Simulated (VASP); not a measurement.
The system is Co.

```xyz
2
Lattice="0.0000 1.7844 1.7844 3.5688 0.0000 3.5688 1.7844 1.7844 0.0000" Properties=species:S:1:pos:R:3 pbc="T T T"
Co    0.0000    0.0000    0.0000
Co    1.7844    0.0000    1.7844
```

This isn't the form of Co at room conditions, which is hcp.

Base run:

* Program: VASP 6.6.1
* Functional: PBE
* Potentials or basis: VASP PAW PBE potentials, release 64 (Co)
* Cutoff: 520 eV
* k mesh: 13 × 7 × 13
* Occupations: fermi-dirac, width 0.1 eV
* Spin: collinear spin, ferromagnetic start
* Starting moments: [3.0, 3.0] μB

Its results: pressure -8.3 GPa.

The run is repeated on the same cell with these changes: spin from collinear spin, ferromagnetic start to no spin polarisation; further incar settings from ALGO = Normal; EDIFF = 1e-06; NBANDS = 20; ISYM = 0 to ALGO = Normal; EDIFF = 1e-07; NBANDS = 16; ISYM = 0. What comes out?

Pressure -19.2 GPa.

Caveats: the cell stands under tension.
